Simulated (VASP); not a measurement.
A run of VASP 6.6.1 is set up as follows.

Contents of INCAR:

```
SYSTEM = NaH
PREC     = Accurate       ! precision mode
ENCUT    = 600            ! plane-wave cutoff, eV
EDIFF    = 1E-7           ! SCF threshold, eV
ISMEAR   = 0              ! smearing method
SIGMA    = 0.1            ! smearing width, eV
LREAL    = .FALSE.        ! projectors in reciprocal space
LASPH    = .TRUE.         ! aspherical terms in the spheres
NELM     = 80             ! most SCF steps
ALGO     = Normal         ! electronic algorithm
ISIF     = 3              ! what is computed and relaxed
LWAVE    = .FALSE.        ! write WAVECAR
LCHARG   = .FALSE.        ! write CHGCAR
GGA      = PE             ! functional
IBRION   = 2              ! ionic algorithm
NSW      = 90             ! ionic steps
EDIFFG   = -0.04          ! ionic threshold
```

Contents of KPOINTS:

```
regular mesh
0
G
  6 6 6
  0 0 0
```

The input POSCAR:

```
NaH
1.0
    1.4739514200      0.8509862500      7.5688560800
   -1.4739514200      0.8509862500      7.5688560800
    0.0000000000     -1.7019725000      7.5688560800
Na H
3 3
Direct
    0.5000000000      0.5000000000      0.5000000000
    0.6187099800      0.6187099800      0.6187099800
    0.3812900200      0.3812900200      0.3812900200
    0.0000000000      0.0000000000      0.0000000000
    0.7766360000      0.7766360000      0.7766360000
    0.2233640000      0.2233640000      0.2233640000
```

Potentials or basis: VASP PAW PBE potentials, release 64 (Na_pv, H).

Command:

```sh
$ cat potpaw_PBE.64/Na_pv/POTCAR potpaw_PBE.64/H/POTCAR > POTCAR
$ mpirun -np 1 vasp_std > vasp.out
```

Q: What does it give for the relaxed cell?

A: a = 8.900 Å, b = 8.900 Å, c = 8.900 Å, α = 21.78°, β = 21.78°, γ = 21.78°.

Q: Predict the band gap on the k mesh.

A: 3.50 eV (least direct gap 4.22 eV).

Q: Estimate the space group after relaxing (to 0.1 Å).

A: R-3m (No. 166).

Q: Predict the relaxed volume.

A: 14.17 Å³/atom.

Forces on the atoms (eV/Å):
```
Na   0.000  0.000  0.000
Na   0.000  0.000 -0.014
Na   0.000  0.000  0.014
H    0.000  0.000  0.000
H    0.000  0.000  0.034
H    0.000  0.000 -0.034
```

Caveat: the volume moved by over 15 % at a fixed basis, so the end points are rough. A k mesh can miss the band edges.
